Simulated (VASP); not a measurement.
Crystal: LaTaTl3.

```xyz
5
Lattice="3.4722 2.0047 3.8587 -3.4722 2.0047 3.8587 0.0000 -4.0093 3.8587" Properties=species:S:1:pos:R:3 pbc="T T T"
La    0.0000    0.0000    0.0000
Ta    0.0000    0.0000    5.7880
Tl    0.0000   -2.0047    1.9293
Tl    1.7361    1.0023    1.9293
Tl   -1.7361    1.0023    1.9293
```

The cell was generated, and may not be a known phase.

* Program: VASP 6.6.1
* Task: relaxation of cell and atoms
* Functional: PBE
* Potentials or basis: VASP PAW PBE potentials, release 64 (La, Ta_pv, Tl_d)
* Cutoff: 600 eV
* k mesh: 3 × 3 × 3
* Occupations: gaussian, width 0.1 eV
* Spin: no spin polarisation

At the start: pressure 8.4 GPa; volume 32.23 Å³/atom.

Task: How do energy, volume and symmetry change on relaxing?

Result: Over 12 steps the energy falls by 899.3 meV/atom and the volume is 35.78 Å³/atom (+11.0 %); space group R-3m (No. 166, to 0.1 Å) before and after.

Step by step:
```csv
step,energy change (eV),largest force (eV/Å),pressure (GPa),volume (Å³)
1,0.0000,0.0000,8.37,161.15
2,-1.8809,0.0000,-1.57,202.52
3,-1.9595,0.0000,-2.86,214.00
4,-3.3036,0.0000,-3.72,204.70
5,-0.9971,0.0000,18.72,160.62
6,-3.9681,0.0000,-3.55,197.70
7,-4.1660,0.0000,2.36,177.38
8,-4.4238,0.0000,-2.15,188.92
9,-4.4565,0.0000,-1.41,186.33
10,-4.4526,0.0000,-1.63,187.04
11,-4.4794,0.0000,1.26,174.13
12,-4.4967,0.0000,0.04,178.90
```

Final structure:
```
CELL_PARAMETERS angstrom
3.01669 1.74168 5.67507
-3.01669 1.74168 5.67507
0.00000 -3.48337 5.67507
ATOMIC_POSITIONS crystal
La 0.00000 0.00000 0.00000
Ta 0.50000 0.50000 0.50000
Tl 0.00000 0.00000 0.50000
Tl 0.50000 0.00000 0.00000
Tl 0.00000 0.50000 0.00000
```

Caveat: the k points lie up to 0.42 Å⁻¹ apart in the final cell, too coarse for converged energies and pressures of a metal; a cell axis changed by over 15 % at a fixed basis, so the end point is rough.
